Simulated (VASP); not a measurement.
# TiAl3 (Amm2) in VASP: a series of runs

TiAl3 is run at these levels: PBEsol; tasks: single point.

All numbers are computed with VASP 6.6.1; they aren't measurements. Logs are shortened: lines on timing, memory, paths and dates and some standing lists are left out, and cuts for length are marked.

**1. The cell of the first run**

The structure is orthorhombic, space group Amm2 (No. 38). Conventional cell: a = 3.948 Å, b = 7.896 Å, c = 7.896 Å, α = 90.00°, β = 90.00°, γ = 90.00°. Ti (site symmetry m) has 12 Al at 2.76 to 2.83 Å within 3.6 Å. Within 3.4 Å of Al (site symmetry mm2) lie 8 Al at 2.58 to 3.00 Å and 4 Ti at 2.76 Å. Al (site symmetry mm2) has 8 Al at 2.58 to 3.00 Å and 4 Ti at 2.83 Å within 3.4 Å. Al (site symmetry m) has 8 Al at 2.58 to 3.00 Å and 4 Ti at 2.79 to 2.80 Å within 3.4 Å. Al (site symmetry mm2) has 8 Al at 2.67 to 2.71 Å and 4 Ti at 2.78 to 2.80 Å within 3.5 Å. Within 3.7 Å of Al (site symmetry mm2) lie 4 Ti at 2.78 to 2.80 Å and 8 Al at 2.87 to 2.92 Å.

**2. Single point, PBEsol (atoms displaced along several vibrational modes)**

The input, INCAR:

```
SYSTEM = TiAl3
ALGO = All
EDIFF = 1E-6
ENCUT = 550
GGA = PS
GGA_COMPAT = .FALSE.
ISEARCH = 1
ISIF = 2
ISMEAR = 0
KPAR = 4
LASPH = .TRUE.
LCHARG = .FALSE.
LREAL = .FALSE.
LWAVE = .FALSE.
NBANDS = 31
NELM = 300
PREC = Accurate
SIGMA = 0.15
```

The input, KPOINTS:

```
k-points
0
G
  10 8 8
  0 0 0
```

The input, POSCAR:

```
TiAl3
1.0
   -3.9479576782      0.0000000000      0.0000000000
    0.0000000000      3.9479576782      3.9479576782
    0.0000000000      3.9479576782     -3.9479576782
Ti Al
2 6
Direct
    0.0000000000     -0.0067883200     -0.0067883200
    0.0000000000      0.5067883200      0.5067883200
    0.5000000000      0.7314587678      0.7685412322
    0.5000000000      0.2685412322      0.2314587678
    0.5000000000      0.7314587678      0.2314587678
    0.5000000000      0.2685412322      0.7685412322
    1.0000000000      0.4954009883      0.0045990117
    1.0000000000      0.0045990117      0.4954009883
```

Potentials or basis: VASP PAW PBE potentials, release 64 (Ti_sv, Al).

Launch:

```bash
$ cat potpaw_PBE.64/Ti_sv/POTCAR potpaw_PBE.64/Al/POTCAR > POTCAR
$ mpirun -np 4 vasp_std > vasp.out
```

OUTCAR:

```text
SYSTEM = TiAl3
   EDIFF = 1E-6
   ENCUT = 550
   GGA = PS
   ISIF = 2
   ISMEAR = 0
   LASPH = .TRUE.
   LREAL = .FALSE.
   NELM = 300
   PREC = Accurate

 ion  position               nearest neighbor table
   1  0.000  0.993  0.993-   3 2.76   3 2.76   8 2.78   7 2.78   5 2.79   5 2.79   6 2.80   6 2.80
                             7 2.80   8 2.80   4 2.83   4 2.83
   2  0.000  0.507  0.507-   3 2.76   3 2.76   8 2.78   7 2.78   6 2.79   6 2.79   5 2.80   5 2.80
                             8 2.80   7 2.80   4 2.83   4 2.83
   3  0.500  0.731  0.769-   5 2.58   6 2.58   7 2.71   7 2.71   1 2.76   1 2.76   2 2.76   2 2.76
                             8 2.92   8 2.92   6 3.00   5 3.00
   4  0.500  0.269  0.231-   5 2.58   6 2.58   7 2.67   7 2.67   1 2.83   1 2.83   2 2.83   2 2.83
                             8 2.87   8 2.87   6 3.00   5 3.00
   5  0.500  0.731  0.231-   3 2.58   4 2.58   7 2.69   7 2.69   1 2.79   1 2.79   2 2.80   2 2.80
                             8 2.90   8 2.90   4 3.00   3 3.00
   6  0.500  0.269  0.769-   3 2.58   4 2.58   7 2.69   7 2.69   2 2.79   2 2.79   1 2.80   1 2.80
                             8 2.90   8 2.90   4 3.00   3 3.00
   7  0.000  0.495  0.005-   4 2.67   4 2.67   6 2.69   5 2.69   5 2.69   6 2.69   3 2.71   3 2.71
                             1 2.78   2 2.78   2 2.80   1 2.80
   8  0.000  0.005  0.495-   1 2.78   2 2.78   2 2.80   1 2.80   4 2.87   4 2.87   5 2.90   6 2.90
                             5 2.90   6 2.90   3 2.92   3 2.92

  LATTYP: Found a simple tetragonal cell.
 ALAT       =     5.5832552922
 C/A-ratio  =     0.7071067812

  Lattice vectors:

 A1 = (   0.0000000000,   3.9479576782,   3.9479576782)
 A2 = (   0.0000000000,   3.9479576782,  -3.9479576782)
 A3 = (  -3.9479576782,   0.0000000000,   0.0000000000)

Analysis of symmetry for initial positions (statically):
=====================================================================
 Subroutine PRICEL returns:
 Original cell was already a primitive cell.

 Routine SETGRP: Setting up the symmetry group for a
 simple tetragonal supercell.

 Subroutine GETGRP returns: Found  4 space group operations
 (whereof  2 operations were pure point group operations)
 out of a pool of 16 trial point group operations.

The static configuration has the point symmetry C_1h.
 The point group associated with its full space group is C_2v.

Analysis of symmetry for dynamics (positions and initial velocities):
=====================================================================
 Subroutine PRICEL returns:
 Original cell was already a primitive cell.

 Routine SETGRP: Setting up the symmetry group for a
 simple tetragonal supercell.

 Subroutine GETGRP returns: Found  4 space group operations
 (whereof  2 operations were pure point group operations)
 out of a pool of 16 trial point group operations.

The dynamic configuration has the point symmetry C_1h.
 The point group associated with its full space group is C_2v.

 Subroutine INISYM returns: Found  4 space group operations
 (whereof  2 operations are pure point group operations),
 and found     1 'primitive' translations

----------------------------------------------------------------------------------------

                                     Primitive cell

  volume of cell :     123.0687

  direct lattice vectors                    reciprocal lattice vectors
    -3.947957678  0.000000000  0.000000000    -0.253295522  0.000000000  0.000000000
     0.000000000  3.947957678  3.947957678     0.000000000  0.126647761  0.126647761
     0.000000000  3.947957678 -3.947957678     0.000000000  0.126647761 -0.126647761

  length of vectors
     3.947957678  5.583255292  5.583255292     0.253295522  0.179106981  0.179106981

  position of ions in fractional coordinates (direct lattice)
     0.000000000  0.993211680  0.993211680
     0.000000000  0.506788320  0.506788320
     0.500000000  0.731458768  0.768541232
     0.500000000  0.268541232  0.231458768
     0.500000000  0.731458768  0.231458768
     0.500000000  0.268541232  0.768541232
     0.000000000  0.495400988  0.004599012
     0.000000000  0.004599012  0.495400988

  ion indices of the primitive-cell ions
   primitive index   ion index
                 1           1
                 2           2
                 3           3
                 4           4
                 5           5
                 6           6
                 7           7
                 8           8

----------------------------------------------------------------------------------------

 KPOINTS: k-points

Automatic generation of k-mesh.
 Grid dimensions read from file:
 generate k-points for:   10    8    8

 Generating k-lattice:

  Cartesian coordinates                     Fractional coordinates (reciprocal lattice)
    -0.025329552  0.000000000  0.000000000     0.100000000  0.000000000  0.000000000
     0.000000000  0.015830970  0.015830970     0.000000000  0.125000000  0.000000000
     0.000000000  0.015830970 -0.015830970     0.000000000  0.000000000  0.125000000

  Length of vectors
     0.025329552  0.022388373  0.022388373

  Shift w.r.t. Gamma in fractional coordinates (k-lattice)
     0.000000000  0.000000000  0.000000000

 Subroutine IBZKPT returns following result:
 ===========================================

 Found    126 irreducible k-points:

 Following reciprocal coordinates:
            Coordinates               Weight
  0.000000  0.000000  0.000000      1.000000
  0.100000  0.000000  0.000000      2.000000
  0.200000  0.000000  0.000000      2.000000
  0.300000  0.000000  0.000000      2.000000
  0.400000  0.000000  0.000000      2.000000
  0.500000  0.000000  0.000000      1.000000
[... 16 lines left out ...]
  0.400000  0.375000  0.000000      8.000000
  0.500000  0.375000  0.000000      4.000000
 [... further k-points ...]
   k-points           NKPTS =    126   k-points in BZ     NKDIM =    126   number of bands    NBANDS=     31
   number of dos      NEDOS =    301   number of ions     NIONS =      8
   total plane-waves  NPLWV =  69120
   dimension x,y,z NGX =    30 NGY =   48 NGZ =   48
   dimension x,y,z NGXF=    60 NGYF=   96 NGZF=   96
   ions per type =               2   6
   NGX,Y,Z   is equivalent  to a cutoff of  12.63, 14.29, 14.29 a.u.
   NGXF,Y,Z  is equivalent  to a cutoff of  25.27, 28.58, 28.58 a.u.
 SYSTEM =  TiAl3
   PREC   = accura    normal or accurate (medium, high low for compatibility)
   ISTART =      0    job   : 0-new  1-cont  2-samecut
   ICHARG =      2    charge: 1-file 2-atom 10-const
   ISPIN  =      1    spin polarized calculation?
   LNONCOLLINEAR =      F non collinear calculations
   LSORBIT =      F    spin-orbit coupling
   LASPH  =      T    aspherical Exc in radial PAW
   ENCUT  =  550.0 eV  40.42 Ry    6.36 a.u.   7.55 10.68 10.68*2*pi/ulx,y,z
   NELM   =    300;   NELMIN=  2; NELMDL= -5     # of ELM steps
   EDIFF  = 0.1E-05   stopping-criterion for ELM
   LREAL  =      F    real-space projection
   EDIFFG = 0.1E-04   stopping-criterion for IOM
   NSW    =      0    number of steps for IOM
   IBRION =     -1    ionic relax: 0-MD 1-quasi-New 2-CG
   NFREE  =      0    steps in history (QN), initial steepest desc. (CG)
   ISIF   =      2    stress and relaxation
   ISYM   =      2    0-nonsym 1-usesym 2-fastsym
   POTIM  = 0.5000    time-step for ionic-motion
   TEBEG  =    0.0;   TEEND  =   0.0 temperature during run
   PSTRESS=    0.0 pullay stress
   NELECT =      42.0000    total number of electrons
   NUPDOWN=      -1.0000    fix difference up-down
   EMIN   =  10.00;   EMAX   =-10.00  energy-range for DOS
   EFERMI =   0.00;   METHOD = LEGACY
   ISMEAR =     0;   SIGMA  =   0.15  broadening in eV -4-tet -1-fermi 0-gaus
   EFERMI_NEDOS =   21; number of points for ismear=-14 and -15
   IALGO  =     58    algorithm
   IMIX   =      4    mixing-type and parameters
     AMIX     =   0.40;   BMIX     =  1.00
     AMIX_MAG =   1.60;   BMIX_MAG =  1.00
  volume/ion in A,a.u.               =      15.38       103.81
  Fermi-wavevector in a.u.,A,eV,Ry     =   1.144042  2.161927 17.807753  1.308833
  Thomas-Fermi vector in A             =   2.280736
   LORBIT       =      0    0 simple, 1 ext, 2 COOP (PROOUT), +10 PAW based schemes
   GGA     = PS    functional components
   LHFCALC =     F    Hartree Fock is set to
   AEXX    =    0.0000 exact exchange contribution
   IVDW    =     0    specifies the selected vdW correction
   LEPSILON=     F    determine dielectric tensor
   LRPA    =     F    only Hartree local field effects (RPA)
 non-spin polarized calculation
 Gauss-broadening in eV      SIGMA  =   0.15
  energy-cutoff  :      550.00
  volume of cell :      123.07
 maximum number of plane-waves:      3656
   NGX = 15   NGY = 21   NGZ = 21

 number of electron      42.0000000 magnetization

 Free energy of the ion-electron system (eV)
  ---------------------------------------------------
  ext. energy  EPLUGINS =         0.00000000
  ---------------------------------------------------
  free energy    TOTEN  =       -43.85777237 eV

  energy without entropy =      -43.80924981  energy(sigma->0) =      -43.83351109

 E-fermi :   9.0537     XC(G=0): -10.9291

 val. band max:        9.0459234769   @ k =   0.2000  -0.2500   0.2500
 cond. band min:       9.0538919214   @ k =   0.3000   0.2500   0.1250
 fundamental gap:      0.0079684445
 Fermi energy:         9.0536537409

 k-point     1 :       0.0000    0.0000    0.0000
  band No.  band energies     occupation
      1     -47.6240      2.00000
      2     -47.6222      2.00000
      3     -24.0492      2.00000
      4     -24.0476      2.00000
      5     -24.0382      2.00000
      6     -24.0352      2.00000
[... 23 lines left out ...]
     30      12.6471      0.00000
     31      13.9620      0.00000

 k-point     2 :       0.1000    0.0000    0.0000
  band No.  band energies     occupation
      1     -47.6239      2.00000
      2     -47.6222      2.00000
      3     -24.0490      2.00000
      4     -24.0474      2.00000
      5     -24.0403      2.00000
      6     -24.0370      2.00000
[... 23 lines left out ...]
     30      12.5101      0.00000
     31      12.9030      0.00000

 k-point     3 :       0.2000    0.0000    0.0000
  band No.  band energies     occupation
      1     -47.6237      2.00000
      2     -47.6220      2.00000
      3     -24.0484      2.00000
      4     -24.0468      2.00000
      5     -24.0456      2.00000
      6     -24.0417      2.00000
[... 23 lines left out ...]
     30      12.1415      0.00000
     31      12.3447      0.00000

 k-point     4 :       0.3000    0.0000    0.0000
  band No.  band energies     occupation
      1     -47.6234      2.00000
      2     -47.6217      2.00000
      3     -24.0521      2.00000
      4     -24.0476      2.00000
      5     -24.0475      2.00000
      6     -24.0460      2.00000
[... 23 lines left out ...]
     30      11.7910      0.00000
     31      12.0904      0.00000

 k-point     5 :       0.4000    0.0000    0.0000
  band No.  band energies     occupation
      1     -47.6232      2.00000
      2     -47.6216      2.00000
      3     -24.0573      2.00000
      4     -24.0522      2.00000
      5     -24.0470      2.00000
      6     -24.0454      2.00000
[... 23 lines left out ...]
     30      11.9811      0.00000
     31      12.0181      0.00000
[... 542 lines left out ...]
     30      12.5134      0.00000
     31      12.9526      0.00000

 k-point    22 :       0.3000    0.3750    0.0000
  band No.  band energies     occupation
      1     -47.6229      2.00000
      2     -47.6222      2.00000
      3     -24.0507      2.00000
      4     -24.0488      2.00000
      5     -24.0447      2.00000
      6     -24.0423      2.00000
[... 23 lines left out ...]
     30      12.0837      0.00000
     31      12.2464      0.00000

 k-point    23 :       0.4000    0.3750    0.0000
  band No.  band energies     occupation
      1     -47.6227      2.00000
      2     -47.6220      2.00000
      3     -24.0558      2.00000
      4     -24.0537      2.00000
      5     -24.0442      2.00000
      6     -24.0418      2.00000
[... 23 lines left out ...]
     30      11.9633      0.00000
     31      12.6783      0.00000

 k-point    24 :       0.5000    0.3750    0.0000
  band No.  band energies     occupation
      1     -47.6226      2.00000
      2     -47.6219      2.00000
      3     -24.0577      2.00000
      4     -24.0555      2.00000
      5     -24.0440      2.00000
      6     -24.0416      2.00000
[... 23 lines left out ...]
     30      11.8261      0.00000
     31      12.5094      0.00000

 [... further k-points ...]

------------------------ aborting loop because EDIFF is reached ----------------------------------------

  FORCE on cell =-STRESS in cart. coord.  units (eV):
  Direction    XX          YY          ZZ          XY          YZ          ZX
  --------------------------------------------------------------------------------------
  -------------------------------------------------------------------------------------
  Total        0.6569944      1.7572173      1.5696438      0.0000000      0.0000000      0.0000000
  in kB        8.5531240     22.8764485     20.4345097      0.0000000      0.0000000      0.0000000
  external PRESSURE =      17.2880274 kB  Pullay stress =       0.0000000 kB

 VOLUME and BASIS-vectors are now :
 -----------------------------------------------------------------------------
  energy-cutoff  :      550.00
  volume of cell :      123.07
      direct lattice vectors                 reciprocal lattice vectors
    -3.947957678  0.000000000  0.000000000    -0.253295522  0.000000000  0.000000000
     0.000000000  3.947957678  3.947957678     0.000000000  0.126647761  0.126647761
     0.000000000  3.947957678 -3.947957678     0.000000000  0.126647761 -0.126647761

 POSITION                                       TOTAL-FORCE (eV/Angst)
 -----------------------------------------------------------------------------------
      0.00000      7.84232      0.00000         0.000000      0.291500      0.030352
      0.00000      4.00156      0.00000         0.000000     -0.291500      0.030352
     -1.97398      5.92194     -0.14640         0.000000     -0.000000      1.331550
     -1.97398      1.97398      0.14640         0.000000     -0.000000     -1.413269
     -1.97398      3.80156      1.97398         0.000000      1.371014     -0.014165
     -1.97398      4.09436     -1.97398         0.000000     -1.371014     -0.014165
      0.00000      1.97398      1.93767         0.000000     -0.000000      0.134109
      0.00000      1.97398     -1.93767         0.000000     -0.000000     -0.084764
 -----------------------------------------------------------------------------------
    total drift:                               -0.000000      0.000000      0.000076

  FREE ENERGIE OF THE ION-ELECTRON SYSTEM (eV)
  ---------------------------------------------------
  free  energy   TOTEN  =       -43.8577723722 eV

  energy  without entropy=      -43.8092465659  energy(sigma->0) =      -43.83350947
```

It took 2 min on 4 MPI ranks of Intel Xeon 6975P-C (Granite Rapids), shared host; peak memory 0.97 GiB.

What came out:

| Item | Value |
| --- | --- |
| Free energy | -43.8578 eV |
| Pressure | 1.7 GPa |
| Largest force | 1.413 eV/Å |
| Band gap on the k mesh | zero (bands 21 and 22 overlap by 0.63 eV) |

Forces in eV/Å, atoms in the order of the input:
```
Ti   0.000  0.291  0.030
Ti   0.000 -0.291  0.030
Al   0.000  0.000  1.332
Al   0.000  0.000 -1.413
Al   0.000  1.371 -0.014
Al   0.000 -1.371 -0.014
Al   0.000  0.000  0.134
Al   0.000  0.000 -0.085
```

Caveat: the cell differs from its parent crystal (atoms displaced along several vibrational modes); the PAW data sets were made with another functional, which shifts forces and pressure a little.

(Continued in part 2 of 2.)
